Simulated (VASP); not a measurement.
# MnS (R-3m) in VASP: further runs

The runs below take MnS through single point, with PBE+U.

All numbers are computed with VASP 6.6.1; they aren't measurements. Logs are shortened: lines on timing, memory, paths and dates and some standing lists are left out, and cuts for length are marked.

### 1 The cell of the first run

The structure is trigonal, space group R-3m (No. 166). Conventional cell: a = 3.660 Å, b = 3.660 Å, c = 8.913 Å, α = 90.00°, β = 90.00°, γ = 120.00°. Mn (site symmetry -3m) has 6 S at 2.58 Å within 3.4 Å. S (site symmetry -3m) has 6 Mn at 2.58 Å within 3.4 Å.

### 2 Single point, PBE+U, collinear spin, ferromagnetic start

INCAR

```
SYSTEM = MnS
ALGO = Normal
EDIFF = 1E-6
ENCUT = 520
GGA = PE
ISIF = 2
ISMEAR = -1
ISPIN = 2
LASPH = .True.
LCHARG = .False.
LDAU = .True.
LDAUJ = 0.9 0
LDAUL = 2 -1
LDAUPRINT = 1
LDAUTYPE = 1
LDAUU = 4.4 0
LMAXMIX = 4
LORBIT = 11
LREAL = .False.
LWAVE = .False.
MAGMOM = 2.8 2.8 0 0
NBANDS = 31
NELM = 150
PREC = Accurate
SIGMA = 0.1
```

KPOINTS

```
k-points
0
Gamma
  7 7 7
  0 0 0
```

POSCAR

```
MnS
1.0
    1.8299960000      1.0565490000      5.9418410000
   -1.8299960000      1.0565490000      5.9418410000
    0.0000000000     -2.1130970000      5.9418410000
Mn S
2 2
Direct
    0.0000000000      0.0000000000      0.0000000000
    0.5000000000      0.5000000000      0.5000000000
    0.7500000000      0.7500000000      0.7500000000
    0.2500000000      0.2500000000      0.2500000000
```

Potentials or basis: VASP PAW PBE potentials, release 64 (Mn_pv, S).

The run is started by

```console
$ cat potpaw_PBE.64/Mn_pv/POTCAR potpaw_PBE.64/S/POTCAR > POTCAR
$ mpirun -np 1 vasp_std > vasp.out
```

OUTCAR:

```text
SYSTEM = MnS
   EDIFF = 1E-6
   ENCUT = 520
   GGA = PE
   ISIF = 2
   ISMEAR = -1
   ISPIN = 2
   LASPH = .True.
   LORBIT = 11
   LREAL = .False.
   NELM = 150
   PREC = Accurate

 ion  position               nearest neighbor table
   1  0.000  0.000  0.000-   3 2.58   4 2.58   3 2.58   3 2.58   4 2.58   4 2.58
   2  0.500  0.500  0.500-   4 2.58   3 2.58   4 2.58   4 2.58   3 2.58   3 2.58
   3  0.750  0.750  0.750-   2 2.58   1 2.58   2 2.58   2 2.58   1 2.58   1 2.58
   4  0.250  0.250  0.250-   1 2.58   2 2.58   1 2.58   1 2.58   2 2.58   2 2.58

  LATTYP: Found a trigonal (rhomboedric) cell.
 ALAT       =     6.3063979908
 COS(alpha) =     0.8315901349

  Lattice vectors:

 A1 = (   1.8299960000,   1.0565490000,   5.9418410000)
 A2 = (  -1.8299960000,   1.0565490000,   5.9418410000)
 A3 = (   0.0000000000,  -2.1130970000,   5.9418410000)

Analysis of symmetry for initial positions (statically):
=====================================================================
 Subroutine PRICEL returns following result:

  LATTYP: Found a trigonal (rhomboedric) cell.
 ALAT       =     3.6457576318
 COS(alpha) =     0.4960880131
[... 12 lines left out ...]
 Subroutine GETGRP returns: Found 12 space group operations
 (whereof 12 operations were pure point group operations)
 out of a pool of 12 trial point group operations.

The static configuration has the point symmetry D_3d.

Analysis of symmetry for dynamics (positions and initial velocities):
=====================================================================
 Subroutine PRICEL returns following result:

  LATTYP: Found a trigonal (rhomboedric) cell.
 ALAT       =     3.6457576318
 COS(alpha) =     0.4960880131
[... 12 lines left out ...]
 Subroutine GETGRP returns: Found 12 space group operations
 (whereof 12 operations were pure point group operations)
 out of a pool of 12 trial point group operations.

The dynamic configuration has the point symmetry D_3d.

Analysis of structural, dynamic, and magnetic symmetry:
=====================================================================
 Subroutine PRICEL returns following result:

  LATTYP: Found a trigonal (rhomboedric) cell.
 ALAT       =     3.6457576318
 COS(alpha) =     0.4960880131
[... 12 lines left out ...]
 Subroutine GETGRP returns: Found 12 space group operations
 (whereof 12 operations were pure point group operations)
 out of a pool of 12 trial point group operations.

The overall configuration has the point symmetry D_3d.

 Subroutine INISYM returns: Found 12 space group operations
 (whereof 12 operations are pure point group operations),
 and found     2 'primitive' translations

----------------------------------------------------------------------------------------

                                     Primitive cell

  volume of cell :      34.4653

  direct lattice vectors                    reciprocal lattice vectors
    -1.829996000 -1.056548500  2.970920500    -0.273224641 -0.157746322  0.112198680
     1.829996000 -1.056548500  2.970920500     0.273224641 -0.157746322  0.112198680
     0.000000000  2.113097500  2.970920500    -0.000000000  0.315492645  0.112198654

  length of vectors
     3.645757632  3.645757632  3.645757762     0.334849445  0.334849445  0.334849439

  position of ions in fractional coordinates (direct lattice)
     0.000000000  0.000000000  0.000000000
     0.500000000  0.500000000  0.500000000

  ion indices of the primitive-cell ions
   primitive index   ion index
                 1           1
                 2           3

----------------------------------------------------------------------------------------

 KPOINTS: k-points

Automatic generation of k-mesh.
 Grid dimensions read from file:
 generate k-points for:    7    7    7

 Generating k-lattice:

  Cartesian coordinates                     Fractional coordinates (reciprocal lattice)
     0.039032092  0.022535189  0.008014190     0.142857143 -0.000000000  0.000000000
    -0.039032092  0.022535189  0.008014190    -0.000000000  0.142857143  0.000000000
     0.000000000 -0.045070378  0.008014193    -0.000000000 -0.000000000  0.142857143

  Length of vectors
     0.045777354  0.045777354  0.045777355
[... 77 lines left out ...]
  Thomas-Fermi vector in A             =   2.470510
   LORBIT       =     11    0 simple, 1 ext, 2 COOP (PROOUT), +10 PAW based schemes
 LDA+U is selected, type is set to LDAUTYPE =  1
   angular momentum for each species LDAUL =     2   -1
   U (eV)           for each species LDAUU =   4.4  0.0
   J (eV)           for each species LDAUJ =   0.9  0.0
   GGA     = PE    functional components
   LHFCALC =     F    Hartree Fock is set to
   AEXX    =    0.0000 exact exchange contribution
   IVDW    =     0    specifies the selected vdW correction
   LEPSILON=     F    determine dielectric tensor
   LRPA    =     F    only Hartree local field effects (RPA)
 spin polarized calculation
  energy-cutoff  :      520.00
  volume of cell :       68.93
 maximum number of plane-waves:      1872
   NGX = 23   NGY = 23   NGZ = 23

 number of electron      38.0000003 magnetization      10.0736415

atom =   1  type =  1  l = 2

 onsite density matrix

spin component  1

  0.9389 -0.0000 -0.0000  0.0104  0.0000
 -0.0000  0.9461  0.0000 -0.0000  0.0104
 -0.0000  0.0000  0.9314  0.0000 -0.0000
  0.0104 -0.0000  0.0000  0.9461 -0.0000
  0.0000  0.0104 -0.0000 -0.0000  0.9389

spin component  2

  0.0396 -0.0000  0.0000  0.0313  0.0000
 -0.0000  0.0614 -0.0000 -0.0000  0.0313
  0.0000 -0.0000  0.0173 -0.0000 -0.0000
  0.0313 -0.0000 -0.0000  0.0614 -0.0000
  0.0000  0.0313 -0.0000 -0.0000  0.0396

 occupancies and eigenvectors

  o =  0.0173  v =  0.0000  0.0000  0.0000  0.0000  0.0000  0.8150 -0.0000 -0.0000 -0.5795  0.0000      0.0000  0.0000  0.0000  0.0000  0.0000  0.0000  0.0000  0.0000  0.0000  0.0000
  o =  0.0173  v =  0.0000  0.0000  0.0000  0.0000  0.0000 -0.0000 -0.5795  0.0000  0.0000  0.8150      0.0000  0.0000  0.0000  0.0000  0.0000  0.0000  0.0000  0.0000  0.0000  0.0000
  o =  0.0173  v =  0.0000  0.0000  0.0000  0.0000  0.0000 -0.0000 -0.0000 -1.0000  0.0000  0.0000      0.0000  0.0000  0.0000  0.0000  0.0000  0.0000  0.0000  0.0000  0.0000  0.0000
  o =  0.0837  v =  0.0000  0.0000  0.0000  0.0000  0.0000  0.0000  0.8150 -0.0000  0.0000  0.5795      0.0000  0.0000  0.0000  0.0000  0.0000  0.0000  0.0000  0.0000  0.0000  0.0000
  o =  0.0837  v =  0.0000  0.0000  0.0000  0.0000  0.0000  0.5795 -0.0000 -0.0000  0.8150  0.0000      0.0000  0.0000  0.0000  0.0000  0.0000  0.0000  0.0000  0.0000  0.0000  0.0000
  o =  0.9314  v =  0.0000 -0.0021  1.0000  0.0000  0.0029  0.0000  0.0000  0.0000  0.0000  0.0000      0.0000  0.0000  0.0000  0.0000  0.0000  0.0000  0.0000  0.0000  0.0000  0.0000
  o =  0.9314  v = -0.8153  0.0000 -0.0000  0.5790  0.0000  0.0000  0.0000  0.0000  0.0000  0.0000      0.0000  0.0000  0.0000  0.0000  0.0000  0.0000  0.0000  0.0000  0.0000  0.0000
  o =  0.9314  v =  0.0000 -0.5790 -0.0036 -0.0000  0.8153  0.0000  0.0000  0.0000  0.0000  0.0000      0.0000  0.0000  0.0000  0.0000  0.0000  0.0000  0.0000  0.0000  0.0000  0.0000
  o =  0.9536  v =  0.0000 -0.8153 -0.0000  0.0000 -0.5790  0.0000  0.0000  0.0000  0.0000  0.0000      0.0000  0.0000  0.0000  0.0000  0.0000  0.0000  0.0000  0.0000  0.0000  0.0000
  o =  0.9536  v =  0.5790  0.0000 -0.0000  0.8153  0.0000  0.0000  0.0000  0.0000  0.0000  0.0000      0.0000  0.0000  0.0000  0.0000  0.0000  0.0000  0.0000  0.0000  0.0000  0.0000

atom =   2  type =  1  l = 2

 onsite density matrix

spin component  1

  0.9389 -0.0000  0.0000  0.0104  0.0000
 -0.0000  0.9461  0.0000 -0.0000  0.0104
  0.0000  0.0000  0.9314 -0.0000 -0.0000
  0.0104 -0.0000 -0.0000  0.9461 -0.0000
  0.0000  0.0104 -0.0000 -0.0000  0.9389

spin component  2

  0.0396  0.0000 -0.0000  0.0313  0.0000
  0.0000  0.0614 -0.0000 -0.0000  0.0313
 -0.0000 -0.0000  0.0173  0.0000 -0.0000
  0.0313 -0.0000  0.0000  0.0614  0.0000
  0.0000  0.0313 -0.0000  0.0000  0.0396

 occupancies and eigenvectors

  o =  0.0173  v =  0.0000  0.0000  0.0000  0.0000  0.0000  0.8150  0.0000  0.0000 -0.5795 -0.0000      0.0000  0.0000  0.0000  0.0000  0.0000  0.0000  0.0000  0.0000  0.0000  0.0000
  o =  0.0173  v =  0.0000  0.0000  0.0000  0.0000  0.0000  0.0000 -0.5795  0.0000 -0.0000  0.8150      0.0000  0.0000  0.0000  0.0000  0.0000  0.0000  0.0000  0.0000  0.0000  0.0000
  o =  0.0173  v =  0.0000  0.0000  0.0000  0.0000  0.0000  0.0000 -0.0000 -1.0000 -0.0000  0.0000      0.0000  0.0000  0.0000  0.0000  0.0000  0.0000  0.0000  0.0000  0.0000  0.0000
  o =  0.0837  v =  0.0000  0.0000  0.0000  0.0000  0.0000  0.0000  0.8150 -0.0000  0.0000  0.5795      0.0000  0.0000  0.0000  0.0000  0.0000  0.0000  0.0000  0.0000  0.0000  0.0000
  o =  0.0837  v =  0.0000  0.0000  0.0000  0.0000  0.0000  0.5795 -0.0000 -0.0000  0.8150 -0.0000      0.0000  0.0000  0.0000  0.0000  0.0000  0.0000  0.0000  0.0000  0.0000  0.0000
  o =  0.9314  v = -0.0000 -0.0021  1.0000  0.0000  0.0029  0.0000  0.0000  0.0000  0.0000  0.0000      0.0000  0.0000  0.0000  0.0000  0.0000  0.0000  0.0000  0.0000  0.0000  0.0000
  o =  0.9314  v = -0.8153  0.0000  0.0000  0.5790 -0.0000  0.0000  0.0000  0.0000  0.0000  0.0000      0.0000  0.0000  0.0000  0.0000  0.0000  0.0000  0.0000  0.0000  0.0000  0.0000
  o =  0.9314  v =  0.0000  0.5790  0.0036 -0.0000 -0.8153  0.0000  0.0000  0.0000  0.0000  0.0000      0.0000  0.0000  0.0000  0.0000  0.0000  0.0000  0.0000  0.0000  0.0000  0.0000
  o =  0.9536  v =  0.0000  0.8153  0.0000  0.0000  0.5790  0.0000  0.0000  0.0000  0.0000  0.0000      0.0000  0.0000  0.0000  0.0000  0.0000  0.0000  0.0000  0.0000  0.0000  0.0000
  o =  0.9536  v =  0.5790 -0.0000  0.0000  0.8153 -0.0000  0.0000  0.0000  0.0000  0.0000  0.0000      0.0000  0.0000  0.0000  0.0000  0.0000  0.0000  0.0000  0.0000  0.0000  0.0000

 number of electron      38.0000003 magnetization       9.9790377

 Free energy of the ion-electron system (eV)
  ---------------------------------------------------
  ext. energy  EPLUGINS =         0.00000000
  ---------------------------------------------------
  free energy    TOTEN  =       -26.06986379 eV

  energy without entropy =      -26.06292350  energy(sigma->0) =      -26.06639364

 E-fermi :   7.0577     XC(G=0): -10.7236

 val. band max:        6.8358429405   @ k =   0.0000   0.0000   0.0000
 cond. band min:       7.1091630448   @ k =  -0.4286  -0.4286   0.1429
 fundamental gap:      0.2733201043
 Fermi energy:         7.0577131001

 spin component 1

 k-point     1 :       0.0000    0.0000    0.0000
  band No.  band energies     occupation
      1     -43.9608      1.00000
      2     -43.9517      1.00000
      3     -43.9508      1.00000
      4     -43.9508      1.00000
      5     -43.9494      1.00000
      6     -43.9494      1.00000
[... 1625 lines left out ...]
     30      15.2845      0.00000
     31      16.2193      0.00000

 [... further k-points ...]

------------------------ aborting loop because EDIFF is reached ----------------------------------------

  FORCE on cell =-STRESS in cart. coord.  units (eV):
  Direction    XX          YY          ZZ          XY          YZ          ZX
  --------------------------------------------------------------------------------------
  -------------------------------------------------------------------------------------
  Total        2.6042549      2.6042548      2.8176946      0.0000000      0.0000002      0.0000000
  in kB       60.5315983     60.5315965     65.4926534      0.0000000      0.0000037      0.0000000
  external PRESSURE =      62.1852827 kB  Pullay stress =       0.0000000 kB

 VOLUME and BASIS-vectors are now :
 -----------------------------------------------------------------------------
  energy-cutoff  :      520.00
  volume of cell :       68.93
      direct lattice vectors                 reciprocal lattice vectors
     1.829996000  1.056549000  5.941841000     0.273224641  0.157746322  0.056099327
    -1.829996000  1.056549000  5.941841000    -0.273224641  0.157746322  0.056099327
     0.000000000 -2.113097000  5.941841000     0.000000000 -0.315492645  0.056099353

 POSITION                                       TOTAL-FORCE (eV/Angst)
 -----------------------------------------------------------------------------------
      0.00000      0.00000      0.00000         0.000000     -0.000000      0.000000
      0.00000      0.00000      8.91276        -0.000000      0.000000      0.000000
      0.00000      0.00000     13.36914        -0.000000     -0.000000     -0.000000
      0.00000      0.00000      4.45638         0.000000      0.000000     -0.000000
 -----------------------------------------------------------------------------------
    total drift:                                0.000000      0.000000     -0.000000

  FREE ENERGIE OF THE ION-ELECTRON SYSTEM (eV)
  ---------------------------------------------------
  free  energy   TOTEN  =       -26.0698637857 eV

  energy  without entropy=      -26.0629234991  energy(sigma->0) =      -26.06639364

 total charge

# of ion       s       p       d       tot
------------------------------------------
    1        0.223   6.179   4.903  11.305
    2        0.223   6.179   4.903  11.305
    3        1.321   2.471   0.000   3.792
    4        1.321   2.471   0.000   3.792
--------------------------------------------------
tot          3.088  17.301   9.806  30.194

 magnetization (x)

# of ion       s       p       d       tot
------------------------------------------
    1        0.049   0.040   4.472   4.562
    2        0.049   0.040   4.472   4.562
    3        0.023   0.075   0.000   0.098
    4        0.023   0.075   0.000   0.098
--------------------------------------------------
tot          0.144   0.231   8.945   9.319
```

Run time: 10 min. Hardware: 1 thread of AMD EPYC 7R43 (Zen 3), shared host; peak memory 0.43 GiB.

Results:

| Quantity | Value |
| --- | --- |
| Free energy | -26.0699 eV |
| Pressure | 6.2 GPa |
| Band gap on the k mesh | 0.27 eV |
| Net moment | 9.98 μB per cell |
| Site moments | Mn +4.56; S +0.10 μB |
| Valence electrons inside the program's atomic spheres | Mn 11.30; S 3.79 |

Eigenvalues of the final occupation matrices:
| site | spin | trace | eigenvalues |
| --- | --- | --- | --- |
| site 1 d | 1 | 4.70 | 0.93 0.93 0.93 0.95 0.95 |
| site 1 d | 2 | 0.22 | 0.02 0.02 0.02 0.08 0.08 |
| site 2 d | 1 | 4.70 | 0.93 0.93 0.93 0.95 0.95 |
| site 2 d | 2 | 0.22 | 0.02 0.02 0.02 0.08 0.08 |

Caveat: the cell stands under pressure; the run started ferromagnetic, and an antiferromagnetic order may lie lower in energy.

### 3 Single point, PBE+U, collinear spin, ferromagnetic start

This run uses another cell than the first one, of 17.92 Å³/atom.

INCAR

```
SYSTEM = MnS
PREC = Accurate
ENCUT = 520
EDIFF = 1E-6
ISMEAR = -1
SIGMA = 0.1
LREAL = .FALSE.
LASPH = .TRUE.
NELM = 150
ALGO = Normal
ISIF = 2
LWAVE = .FALSE.
LCHARG = .TRUE.
ISPIN = 2
MAGMOM = 2.8 2.8 0 0
LORBIT = 11
LMAXMIX = 4
LDAU = .TRUE.
LDAUTYPE = 1
LDAUL = 2 -1
LDAUU = 4.4 0
LDAUJ = 0.9 0
LDAUPRINT = 1
GGA = PE
LELF = .TRUE.
LVHAR = .TRUE.
NBANDS = 31
```

KPOINTS

```
regular mesh
0
G
  7 7 7
  0 0 0
```

POSCAR

```
MnS
1.0
    1.8540776564      1.0704525549      6.0200320852
   -1.8540776564      1.0704525549      6.0200320852
    0.0000000000     -2.1409040967      6.0200320852
Mn S
2 2
Direct
    0.0000000000      0.0000000000      0.0000000000
    0.5000000000      0.5000000000      0.5000000000
    0.7500000000      0.7500000000      0.7500000000
    0.2500000000      0.2500000000      0.2500000000
```

Potentials or basis: VASP PAW PBE potentials, release 64 (Mn_pv, S).

The run is started by

```console
$ cat potpaw_PBE.64/Mn_pv/POTCAR potpaw_PBE.64/S/POTCAR > POTCAR
$ mpirun -np 1 vasp_std > vasp.out
```

It took 10 min on 1 thread of AMD EPYC 7R43 (Zen 3), shared host; peak memory 0.43 GiB.

Results (log left out):

* Free energy: -26.1453 eV
* Pressure: 2.5 GPa
* Band gap on the k mesh: 0.55 eV
* Net moment: 9.99 μB per cell
* Site moments: Mn +4.58; S +0.09 μB
* Valence electrons inside the program's atomic spheres: Mn 11.27; S 3.78

Stress tensor (GPa, compression positive):
```
2.37 0.00 0.00
0.00 2.37 0.00
0.00 0.00 2.86
```

Levels at points of the mesh, in eV from the valence-band top:
Spin up:
| k point | band 22 | band 23 | band 24 | band 25 | band 26 | band 27 |
| --- | --- | --- | --- | --- | --- | --- |
| (0.00, 0.00, 0.00) | -1.42 | 0.00 | 0.00 | 1.88 | 3.02 | 5.55 |
Spin down:
```
           k point  band 12  band 13  band 14  band 15  band 16  band 17
(0.00, 0.00, 0.00)    -1.28    -1.28    -1.23     1.88     1.88     1.90
```

Eigenvalues of the final occupation matrices:
```csv
site,spin,trace,eigenvalues
site 1 d,1,4.70,0.93 0.93 0.93 0.95 0.95
site 1 d,2,0.20,0.02 0.02 0.02 0.08 0.08
site 2 d,1,4.70,0.93 0.93 0.93 0.95 0.95
site 2 d,2,0.20,0.02 0.02 0.02 0.08 0.08
```

Caveat: the run started ferromagnetic, and an antiferromagnetic order may lie lower in energy.

### 4 Single point, PBE+U, collinear spin, ferromagnetic start

This run uses another cell than the first one, of 18.61 Å³/atom.

INCAR

```
SYSTEM = MnS
ALGO = Normal ; EDIFF = 1E-6
ENCUT = 520 ; GGA = PE
ISIF = 2 ; ISMEAR = -1
ISPIN = 2 ; LASPH = .TRUE.
LCHARG = .FALSE. ; LDAU = .TRUE.
LDAUJ = 0.9 0 ; LDAUL = 2 -1
LDAUPRINT = 1 ; LDAUTYPE = 1
LDAUU = 4.4 0 ; LMAXMIX = 4
LORBIT = 11 ; LREAL = .FALSE.
LWAVE = .FALSE. ; MAGMOM = 2.8 2.8 0 0
NBANDS = 31 ; NELM = 150
PREC = Accurate ; SIGMA = 0.1
```

KPOINTS

```
k-points
0
G
  7 7 7
  0 0 0
```

POSCAR

```
MnS
1.0
    1.8775494855      1.0840040259      6.0962431134
   -1.8775494855      1.0840040259      6.0962431134
    0.0000000000     -2.1680070258      6.0962431134
Mn S
2 2
Direct
    0.0000000000      0.0000000000      0.0000000000
    0.5000000000      0.5000000000      0.5000000000
    0.7500000000      0.7500000000      0.7500000000
    0.2500000000      0.2500000000      0.2500000000
```

The run is started by

```console
$ cat potpaw_PBE.64/Mn_pv/POTCAR potpaw_PBE.64/S/POTCAR > POTCAR
$ mpirun -np 1 vasp_std > vasp.out
```

It took 11 min on 1 thread of AMD EPYC 7R43 (Zen 3), shared host; peak memory 0.42 GiB.

It converged, with:

* Free energy: -26.1625 eV
* Pressure: -0.6 GPa
* Band gap on the k mesh: 0.78 eV
* Net moment: 10.00 μB per cell
* Site moments: Mn +4.59; S +0.08 μB
* Valence electrons inside the program's atomic spheres: Mn 11.24; S 3.76

Stress tensor (GPa, compression positive):
```
-0.71  0.00  0.00
 0.00 -0.71  0.00
 0.00  0.00 -0.23
```

Levels at points of the mesh, in eV from the valence-band top:
Spin up:
```csv
k point,band 21,band 22,band 23,band 24,band 25,band 26,band 27,band 28
"(0.00, 0.00, 0.00)",-1.33,-1.29,0.00,0.00,1.71,3.10,5.62,5.62
```
Spin down:
```
           k point  band 12  band 13  band 14  band 15  band 16  band 17
(0.00, 0.00, 0.00)    -1.16    -1.16    -1.11     2.03     2.03     2.06
```

Eigenvalues of the final occupation matrices:
| site | spin | trace | eigenvalues |
| --- | --- | --- | --- |
| site 1 d | 1 | 4.71 | 0.93 0.93 0.93 0.95 0.95 |
| site 1 d | 2 | 0.19 | 0.01 0.01 0.01 0.07 0.07 |
| site 2 d | 1 | 4.71 | 0.93 0.93 0.93 0.95 0.95 |
| site 2 d | 2 | 0.19 | 0.01 0.01 0.01 0.07 0.07 |

Caveat: the run started ferromagnetic, and an antiferromagnetic order may lie lower in energy.

### 5 Summary

| cell | gap on the mesh (eV) | pressure (GPa) | moment (μB) |
| --- | --- | --- | --- |
| a = 6.306 Å, angles 33.7°, 4 atoms | 0.27 | 6.2 | 9.98 |
| a = 6.389 Å, angles 33.7°, 4 atoms | 0.55 | 2.5 | 9.99 |
| a = 6.470 Å, angles 33.7°, 4 atoms | 0.78 | -0.6 | 10.00 |

Alike in all rows: task single point; level PBE+U; potentials or basis VASP PAW PBE potentials, release 64 (Mn_pv, S); spin collinear, ferromagnetic start; Mn d U = 4.4 eV, J = 0.9 eV; k mesh 7 × 7 × 7; cutoff (eV) 520; smearing fermi-dirac 0.1 eV.

Caveats: the run started ferromagnetic, and an antiferromagnetic order may lie lower in energy; the cell stands under pressure (at least some runs).

Absolute energies hang on the potentials; compare differences alone.
